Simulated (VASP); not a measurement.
# SiC (P6_3mc) in VASP: settings compared

The runs below take SiC through single point, with PBE, r2SCAN.

Program: VASP 6.6.1. These are calculated values, not measurements. Logs are shortened: lines on timing, memory, paths and dates and some standing lists are left out, and cuts for length are marked.

## (1) The cell of the first run

Symmetry: P6_3mc, No. 186, hexagonal system. The conventional cell has a = 3.079 Å, b = 3.079 Å, c = 20.139 Å, α = 90.00°, β = 90.00°, γ = 120.00°. Si (site symmetry 3m) has 4 C at 1.88 to 1.89 Å within 2.5 Å. Within 2.5 Å of Si (site symmetry 3m) lie 4 C at 1.88 to 1.89 Å. Within 2.5 Å of Si (site symmetry 3m) lie 4 C at 1.89 Å. Si (site symmetry 3m) has 4 C at 1.89 Å within 2.5 Å. C (site symmetry 3m) has 4 Si at 1.88 to 1.89 Å within 2.5 Å. Within 2.5 Å of C (site symmetry 3m) lie 4 Si at 1.89 Å. Within 2.5 Å of C (site symmetry 3m) lie 4 Si at 1.88 to 1.89 Å. C (site symmetry 3m) has 4 Si at 1.89 Å within 2.5 Å.

## (2) Single point, PBE

File INCAR:

```
SYSTEM = SiC
PREC = Accurate ; ENCUT = 520
EDIFF = 1E-6 ; ISMEAR = -1
SIGMA = 0.02 ; LREAL = Auto
LASPH = .True. ; NELM = 60
ALGO = Normal ; ISIF = 2
LWAVE = .False. ; LCHARG = .False.
GGA = PE ; NBANDS = 46
```

File KPOINTS:

```
Automatic mesh
0
Gamma
  12 12 2
  0 0 0
```

File POSCAR:

```
SiC
1.0
    3.0788102666      0.0000000000      0.0000000000
   -1.5394051333      2.6663279043      0.0000000000
    0.0000000000      0.0000000000     20.1386792686
Si C
8 8
Direct
    0.3333333333      0.6666666667      0.8751930594
    0.3333333333      0.6666666667      0.6249931379
    0.0000000000      0.0000000000      0.0000980143
    0.6666666667      0.3333333333      0.7501102221
    0.6666666667      0.3333333333      0.3751930594
    0.3333333333      0.6666666667      0.2501102221
    0.0000000000      0.0000000000      0.5000980143
    0.6666666667      0.3333333333      0.1249931379
    0.3333333333      0.6666666667      0.3441190892
    0.6666666667      0.3333333333      0.2187161743
    0.6666666667      0.3333333333      0.8441190892
    0.0000000000      0.0000000000      0.5938518784
    0.3333333333      0.6666666667      0.9689204344
    0.0000000000      0.0000000000      0.0938518784
    0.3333333333      0.6666666667      0.7187161743
    0.6666666667      0.3333333333      0.4689204344
```

Potentials or basis: VASP PAW PBE potentials, release 64 (Si, C).

Run with:

```bash
$ cat potpaw_PBE.64/Si/POTCAR potpaw_PBE.64/C/POTCAR > POTCAR
$ mpirun -np 1 vasp_std > vasp.out
```

OUTCAR:

```text
SYSTEM = SiC
   PREC = Accurate
   ENCUT = 520
   EDIFF = 1E-6
   ISMEAR = -1
   LREAL = Auto
   LASPH = .True.
   NELM = 60
   ISIF = 2
   GGA = PE

 ion  position               nearest neighbor table
   1  0.333  0.667  0.875-  11 1.88  11 1.88  11 1.88  13 1.89   3 3.08   3 3.08   3 3.08   4 3.08
                             4 3.08   4 3.08
   2  0.333  0.667  0.625-  12 1.88  12 1.88  12 1.88  15 1.89   7 3.08   7 3.08   7 3.08   4 3.08
                             4 3.08   4 3.08
   3  0.000  0.000  0.000-  13 1.89  13 1.89  13 1.89  14 1.89   8 3.08   8 3.08   8 3.08   1 3.08
                             1 3.08   1 3.08
   4  0.667  0.333  0.750-  15 1.89  15 1.89  15 1.89  11 1.89   1 3.08   1 3.08   1 3.08   2 3.08
                             2 3.08   2 3.08
   5  0.667  0.333  0.375-   9 1.88   9 1.88   9 1.88  16 1.89   7 3.08   7 3.08   7 3.08   6 3.08
                             6 3.08   6 3.08
   6  0.333  0.667  0.250-  10 1.89  10 1.89  10 1.89   9 1.89   5 3.08   5 3.08   5 3.08   8 3.08
                             8 3.08   8 3.08
   7  0.000  0.000  0.500-  16 1.89  16 1.89  16 1.89  12 1.89   2 3.08   2 3.08   2 3.08   5 3.08
                             5 3.08   5 3.08
   8  0.667  0.333  0.125-  14 1.88  14 1.88  14 1.88  10 1.89   3 3.08   3 3.08   3 3.08   6 3.08
                             6 3.08   6 3.08
   9  0.333  0.667  0.344-   5 1.88   5 1.88   5 1.88   6 1.89
  10  0.667  0.333  0.219-   6 1.89   6 1.89   6 1.89   8 1.89
  11  0.667  0.333  0.844-   1 1.88   1 1.88   1 1.88   4 1.89
  12  0.000  0.000  0.594-   2 1.88   2 1.88   2 1.88   7 1.89
  13  0.333  0.667  0.969-   3 1.89   3 1.89   3 1.89   1 1.89
  14  0.000  0.000  0.094-   8 1.88   8 1.88   8 1.88   3 1.89
  15  0.333  0.667  0.719-   4 1.89   4 1.89   4 1.89   2 1.89
  16  0.667  0.333  0.469-   7 1.89   7 1.89   7 1.89   5 1.89

  LATTYP: Found a hexagonal cell.
 ALAT       =     3.0788102666
 C/A-ratio  =     6.5410588912

  Lattice vectors:

 A1 = (   3.0788102666,   0.0000000000,   0.0000000000)
 A2 = (  -1.5394051333,   2.6663279043,   0.0000000000)
 A3 = (   0.0000000000,   0.0000000000,  20.1386792686)

Analysis of symmetry for initial positions (statically):
=====================================================================
 Subroutine PRICEL returns:
 Original cell was already a primitive cell.

 Routine SETGRP: Setting up the symmetry group for a
 hexagonal supercell.

 Subroutine GETGRP returns: Found 12 space group operations
 (whereof  6 operations were pure point group operations)
 out of a pool of 24 trial point group operations.

The static configuration has the point symmetry C_3v.
 The point group associated with its full space group is C_6v.

Analysis of symmetry for dynamics (positions and initial velocities):
=====================================================================
 Subroutine PRICEL returns:
 Original cell was already a primitive cell.

 Routine SETGRP: Setting up the symmetry group for a
 hexagonal supercell.

 Subroutine GETGRP returns: Found 12 space group operations
 (whereof  6 operations were pure point group operations)
 out of a pool of 24 trial point group operations.

The dynamic configuration has the point symmetry C_3v.
 The point group associated with its full space group is C_6v.

 Subroutine INISYM returns: Found 12 space group operations
 (whereof  6 operations are pure point group operations),
 and found     1 'primitive' translations

----------------------------------------------------------------------------------------

                                     Primitive cell

  volume of cell :     165.3208

  direct lattice vectors                    reciprocal lattice vectors
     3.078810267  0.000000000  0.000000000     0.324800788  0.187523822  0.000000000
    -1.539405133  2.666327904  0.000000000     0.000000000  0.375047645  0.000000000
     0.000000000  0.000000000 20.138679269     0.000000000  0.000000000  0.049655689

  length of vectors
     3.078810267  3.078810267 20.138679269     0.375047645  0.375047645  0.049655689

  position of ions in fractional coordinates (direct lattice)
     0.333333333  0.666666667  0.875193059
     0.333333333  0.666666667  0.624993138
     0.000000000  0.000000000  0.000098014
     0.666666667  0.333333333  0.750110222
     0.666666667  0.333333333  0.375193059
     0.333333333  0.666666667  0.250110222
[... 8 lines left out ...]
     0.333333333  0.666666667  0.718716174
     0.666666667  0.333333333  0.468920434

  ion indices of the primitive-cell ions
   primitive index   ion index
                 1           1
                 2           2
                 3           3
                 4           4
                 5           5
                 6           6
[... 8 lines left out ...]
                15          15
                16          16

----------------------------------------------------------------------------------------

[... 47 lines left out ...]
   ICHARG =      2    charge: 1-file 2-atom 10-const
   ISPIN  =      1    spin polarized calculation?
   LNONCOLLINEAR =      F non collinear calculations
   LSORBIT =      F    spin-orbit coupling
   LASPH  =      T    aspherical Exc in radial PAW
   ENCUT  =  520.0 eV  38.22 Ry    6.18 a.u.   5.72  5.72 37.44*2*pi/ulx,y,z
   NELM   =     60;   NELMIN=  2; NELMDL= -5     # of ELM steps
   EDIFF  = 0.1E-05   stopping-criterion for ELM
   LREAL  =      T    real-space projection
   EDIFFG = 0.1E-04   stopping-criterion for IOM
   NSW    =      0    number of steps for IOM
   IBRION =     -1    ionic relax: 0-MD 1-quasi-New 2-CG
   NFREE  =      0    steps in history (QN), initial steepest desc. (CG)
   ISIF   =      2    stress and relaxation
   ISYM   =      2    0-nonsym 1-usesym 2-fastsym
   POTIM  = 0.5000    time-step for ionic-motion
   TEBEG  =    0.0;   TEEND  =   0.0 temperature during run
   PSTRESS=    0.0 pullay stress
   NELECT =      64.0000    total number of electrons
   NUPDOWN=      -1.0000    fix difference up-down
   EMIN   =  10.00;   EMAX   =-10.00  energy-range for DOS
   EFERMI =   0.00;   METHOD = LEGACY
   ISMEAR =    -1;   SIGMA  =   0.02  broadening in eV -4-tet -1-fermi 0-gaus
   EFERMI_NEDOS =   21; number of points for ismear=-14 and -15
   IALGO  =     38    algorithm
   IMIX   =      4    mixing-type and parameters
     AMIX     =   0.40;   BMIX     =  1.00
     AMIX_MAG =   1.60;   BMIX_MAG =  1.00
  volume/ion in A,a.u.               =      10.33        69.73
  Fermi-wavevector in a.u.,A,eV,Ry     =   1.193143  2.254712 19.369106  1.423589
  Thomas-Fermi vector in A             =   2.329164
   LORBIT       =      0    0 simple, 1 ext, 2 COOP (PROOUT), +10 PAW based schemes
   GGA     = PE    functional components
   LHFCALC =     F    Hartree Fock is set to
   AEXX    =    0.0000 exact exchange contribution
   IVDW    =     0    specifies the selected vdW correction
   LEPSILON=     F    determine dielectric tensor
   LRPA    =     F    only Hartree local field effects (RPA)
 non-spin polarized calculation
  energy-cutoff  :      520.00
  volume of cell :      165.32
 maximum number of plane-waves:      4484
 NGX is ok and might be reduce to    24
   NGX = 11   NGY = 11   NGZ = 75

 number of electron      63.9999998 magnetization

 Free energy of the ion-electron system (eV)
  ---------------------------------------------------
  ext. energy  EPLUGINS =         0.00000000
  ---------------------------------------------------
  free energy    TOTEN  =      -120.47457306 eV

  energy without entropy =     -120.47457306  energy(sigma->0) =     -120.47457306

 E-fermi :   8.5970     XC(G=0): -11.3607

 val. band max:        8.1576702707   @ k =   0.0000   0.0000   0.0000
 cond. band min:       9.9255910294   @ k =   0.5000  -0.0000   0.0000
 fundamental gap:      1.7679207587
 Fermi energy:         8.5969731740

 k-point     1 :       0.0000    0.0000    0.0000
  band No.  band energies     occupation
      1      -7.2981      2.00000
      2      -7.0112      2.00000
      3      -6.9744      2.00000
      4      -6.1101      2.00000
      5      -6.0920      2.00000
      6      -4.7605      2.00000
[... 36 lines left out ...]
     43      15.1728      0.00000
     44      15.1728      0.00000
[... 1040 lines left out ...]
      4      -4.8081      2.00000
      5      -3.7765      2.00000
      6      -3.7765      2.00000
[... 36 lines left out ...]
     43      14.9621      0.00000
     44      14.9621      0.00000

 [... further k-points ...]

 [bands above 44 left out]

------------------------ aborting loop because EDIFF is reached ----------------------------------------

  FORCE on cell =-STRESS in cart. coord.  units (eV):
  Direction    XX          YY          ZZ          XY          YZ          ZX
  --------------------------------------------------------------------------------------
  -------------------------------------------------------------------------------------
  Total        3.6378237      3.6378237      3.4857171      0.0000000      0.0000000     -0.0000000
  in kB       35.2553277     35.2553277     33.7812137      0.0000000      0.0000000     -0.0000000
  external PRESSURE =      34.7639564 kB  Pullay stress =       0.0000000 kB

 VOLUME and BASIS-vectors are now :
 -----------------------------------------------------------------------------
  energy-cutoff  :      520.00
  volume of cell :      165.32
      direct lattice vectors                 reciprocal lattice vectors
     3.078810267  0.000000000  0.000000000     0.324800788  0.187523822  0.000000000
    -1.539405133  2.666327904  0.000000000     0.000000000  0.375047645  0.000000000
     0.000000000  0.000000000 20.138679269     0.000000000  0.000000000  0.049655689

 POSITION                                       TOTAL-FORCE (eV/Angst)
 -----------------------------------------------------------------------------------
     -0.00000      1.77755     17.62523         0.000000     -0.000000     -0.001628
     -0.00000      1.77755     12.58654         0.000000     -0.000000     -0.002536
      0.00000      0.00000      0.00197        -0.000000      0.000000     -0.001862
      1.53941      0.88878     15.10623        -0.000000     -0.000000     -0.003117
      1.53941      0.88878      7.55589        -0.000000      0.000000     -0.001628
     -0.00000      1.77755      5.03689         0.000000     -0.000000     -0.003117
[... 8 lines left out ...]
     -0.00000      1.77755     14.47399        -0.000000     -0.000000      0.019083
      1.53941      0.88878      9.44344         0.000000      0.000000     -0.004321
 -----------------------------------------------------------------------------------
    total drift:                                0.000000      0.000000      0.018017

  FREE ENERGIE OF THE ION-ELECTRON SYSTEM (eV)
  ---------------------------------------------------
  free  energy   TOTEN  =      -120.4745730646 eV

  energy  without entropy=     -120.4745730646  energy(sigma->0) =     -120.47457306
```

It took 13 min on 1 thread of Intel Xeon 8259CL, shared host; peak memory 0.34 GiB.

Results:

```yaml
Free_energy: -120.4746 eV
Pressure: 3.5 GPa
Largest_force: 0.019 eV/Å
Band_gap_on_the_k_mesh: 1.77 eV (least direct gap 2.86 eV)
```

Forces in eV/Å, atoms in the order of the input:
```
Si   0.000  0.000 -0.002
Si   0.000  0.000 -0.003
Si   0.000  0.000 -0.002
Si   0.000  0.000 -0.003
Si   0.000  0.000 -0.002
Si   0.000  0.000 -0.003
Si   0.000  0.000 -0.002
Si   0.000  0.000 -0.003
C    0.000  0.000 -0.009
C    0.000  0.000  0.019
C    0.000  0.000 -0.009
C    0.000  0.000  0.004
C    0.000  0.000 -0.004
C    0.000  0.000  0.004
C    0.000  0.000  0.019
C    0.000  0.000 -0.004
```

Caveat: the cell stands under pressure. A k mesh can miss the band edges.

## (3) Single point, PBE

This run uses another cell than the first one, of 10.50 Å³/atom.

File INCAR:

```
PREC = Accurate
ENCUT = 520
EDIFF = 1E-6
ISMEAR = -1
SIGMA = 0.02
LREAL = Auto
LASPH = True
NELM = 80
ALGO = Normal
ISIF = 2
LWAVE = False
LCHARG = False
GGA = PE
NBANDS = 46
```

File KPOINTS:

```
regular mesh
0
Gamma
  12 12 2
```

File POSCAR:

```
SiC
1.0
    3.0954727712      0.0000000000      0.0000000000
   -1.5477363856      2.6807580566      0.0000000000
    0.0000000000      0.0000000000     20.2439027923
Si C
8 8
Direct
    0.3333333333      0.6666666667      0.8751815746
    0.3333333333      0.6666666667      0.6249959788
    0.0000000000      0.0000000000      0.0000926783
    0.6666666667      0.3333333333      0.7501058159
    0.6666666667      0.3333333333      0.3751815746
    0.3333333333      0.6666666667      0.2501058159
    0.0000000000      0.0000000000      0.5000926783
    0.6666666667      0.3333333333      0.1249959788
    0.3333333333      0.6666666667      0.3441161240
    0.6666666667      0.3333333333      0.2187335818
    0.6666666667      0.3333333333      0.8441161240
    0.0000000000      0.0000000000      0.5938592612
    0.3333333333      0.6666666667      0.9689169955
    0.0000000000      0.0000000000      0.0938592612
    0.3333333333      0.6666666667      0.7187335818
    0.6666666667      0.3333333333      0.4689169955
```

Potentials or basis: VASP PAW PBE potentials, release 64 (Si, C).

Run with:

```bash
$ cat potpaw_PBE.64/Si/POTCAR potpaw_PBE.64/C/POTCAR > POTCAR
$ mpirun -np 1 vasp_std > vasp.out
```

Run time: 13 min. Hardware: 1 thread of Intel Xeon 8259CL, shared host; peak memory 0.34 GiB.

The run converged. Its results:

| Quantity | Value |
| --- | --- |
| Free energy | -120.5049 eV |
| Pressure | -0.1 GPa |
| Largest force | 0.005 eV/Å |
| Band gap on the k mesh | 1.78 eV (least direct gap 2.86 eV) |

Forces in eV/Å, atoms in the order of the input:
```
Si   0.000  0.000  0.003
Si   0.000  0.000  0.001
Si   0.000  0.000  0.001
Si   0.000  0.000  0.001
Si   0.000  0.000  0.003
Si   0.000  0.000  0.001
Si   0.000  0.000  0.001
Si   0.000  0.000  0.001
C    0.000  0.000  0.004
C    0.000  0.000 -0.001
C    0.000  0.000  0.004
C    0.000  0.000 -0.004
C    0.000  0.000 -0.005
C    0.000  0.000 -0.004
C    0.000  0.000 -0.001
C    0.000  0.000 -0.005
```

Levels at points of the mesh, in eV from the valence-band top:
| k point | band 28 | band 29 | band 30 | band 31 | band 32 | band 33 | band 34 | band 35 | band 36 | band 37 |
| --- | --- | --- | --- | --- | --- | --- | --- | --- | --- | --- |
| (0.00, 0.00, 0.00) | -0.18 | -0.18 | -0.03 | 0.00 | 0.00 | 5.08 | 5.15 | 5.47 | 5.74 | 5.93 |
| (0.50, 0.00, 0.00) | -1.77 | -1.53 | -1.49 | -1.40 | -1.08 | 1.78 | 1.96 | 2.84 | 3.10 | 3.81 |
| (0.00, 0.00, 0.50) | -0.41 | -0.05 | -0.05 | -0.05 | -0.05 | 5.11 | 5.11 | 5.58 | 5.58 | 6.14 |
| (0.50, 0.00, 0.50) | -1.91 | -1.61 | -1.61 | -1.20 | -1.20 | 1.90 | 1.90 | 2.89 | 2.89 | 4.18 |

A k mesh can miss the band edges.

## (4) Single point, r2SCAN

File POSCAR:

```
SiC
1.0
    3.0788102666      0.0000000000      0.0000000000
   -1.5394051333      2.6663279043      0.0000000000
    0.0000000000      0.0000000000     20.1386792686
Si C
8 8
Direct
    0.3333333333      0.6666666667      0.8751930594
    0.3333333333      0.6666666667      0.6249931379
    0.0000000000      0.0000000000      0.0000980143
    0.6666666667      0.3333333333      0.7501102221
    0.6666666667      0.3333333333      0.3751930594
    0.3333333333      0.6666666667      0.2501102221
    0.0000000000      0.0000000000      0.5000980143
    0.6666666667      0.3333333333      0.1249931379
    0.3333333333      0.6666666667      0.3441190892
    0.6666666667      0.3333333333      0.2187161743
    0.6666666667      0.3333333333      0.8441190892
    0.0000000000      0.0000000000      0.5938518784
    0.3333333333      0.6666666667      0.9689204344
    0.0000000000      0.0000000000      0.0938518784
    0.3333333333      0.6666666667      0.7187161743
    0.6666666667      0.3333333333      0.4689204344
```

File INCAR.step1:

```
ALGO = Normal
EDIFF = 1E-4
ENCUT = 520
GGA = PE
ISMEAR = -1
LASPH = T
LCHARG = F
LREAL = Auto
LWAVE = T
NBANDS = 46
NELM = 100
PREC = Accurate
SIGMA = 0.02
```

File INCAR.step2:

```
ALGO = Normal
EDIFF = 1E-6
ENCUT = 520
ISIF = 2
ISMEAR = -1
ISTART = 1
LASPH = T
LCHARG = F
LMIXTAU = T
LREAL = Auto
LWAVE = F
METAGGA = R2SCAN
NBANDS = 46
NELM = 100
PREC = Accurate
SIGMA = 0.02
```

File KPOINTS:

```
k-points
0
Gamma
  12 12 2
```

Run with:

```bash
$ cat potpaw_PBE.64/Si/POTCAR potpaw_PBE.64/C/POTCAR > POTCAR
$ cp INCAR.step1 INCAR
$ mpirun -np 1 vasp_std > vasp.out
$ cp INCAR.step2 INCAR
$ mpirun -np 1 vasp_std > vasp.out
```

Wall time 55 min (1 thread of Intel Xeon 8259CL, shared host); peak memory 0.37 GiB.

Results (log left out):

```yaml
Free_energy: -154.6261 eV
Pressure: -0.2 GPa
Largest_force: 0.014 eV/Å
Band_gap_on_the_k_mesh: 2.14 eV (least direct gap 3.29 eV)
```

Forces on the atoms (eV/Å):
```
Si   0.000  0.000  0.001
Si   0.000  0.000 -0.001
Si   0.000  0.000 -0.003
Si   0.000  0.000 -0.006
Si   0.000  0.000  0.001
Si   0.000  0.000 -0.006
Si   0.000  0.000 -0.003
Si   0.000  0.000 -0.001
C    0.000  0.000 -0.006
C    0.000  0.000  0.014
C    0.000  0.000 -0.006
C    0.000  0.000  0.004
C    0.000  0.000 -0.002
C    0.000  0.000  0.004
C    0.000  0.000  0.014
C    0.000  0.000 -0.002
```

Stress tensor (GPa, compression positive):
```
-0.13  0.00  0.00
 0.00 -0.13  0.00
 0.00  0.00 -0.23
```

Levels at points of the mesh, in eV from the valence-band top:
```csv
k point,band 30,band 31,band 32,band 33,band 34,band 35
"(0.00, 0.00, 0.00)",-0.03,0.00,0.00,5.79,5.86,6.18
"(0.50, 0.00, 0.00)",-1.58,-1.47,-1.15,2.14,2.35,3.29
"(0.00, 0.00, 0.50)",-0.06,-0.06,-0.06,5.82,5.82,6.29
"(0.50, 0.00, 0.50)",-1.69,-1.27,-1.27,2.27,2.27,3.34
```

Caveat: the PAW data sets were made with another functional, which shifts forces and pressure a little. A k mesh can miss the band edges.

## (5) Overview

```csv
level,cell,gap on the mesh (eV),pressure (GPa),largest force (eV/Å)
PBE,"a = 3.079, b = 3.079, c = 20.139 Å, angles 90.0, 90.0, 120.0°, 16 atoms",1.77,3.5,0.02
PBE,"a = 3.095, b = 3.095, c = 20.244 Å, angles 90.0, 90.0, 120.0°, 16 atoms",1.78,-0.1,0.01
r2SCAN,"a = 3.079, b = 3.079, c = 20.139 Å, angles 90.0, 90.0, 120.0°, 16 atoms",2.14,-0.2,0.01
```

Alike in all rows: task single point; potentials or basis VASP PAW PBE potentials, release 64 (Si, C); no spin polarisation; k mesh 12 × 12 × 2; cutoff (eV) 520; smearing fermi-dirac 0.02 eV.

Caveats: the cell stands under pressure (at least some runs); the PAW data sets were made with another functional, which shifts forces and pressure a little (at least some runs).

Total energies depend on the potentials used, so only differences within one code and one set of settings carry meaning.
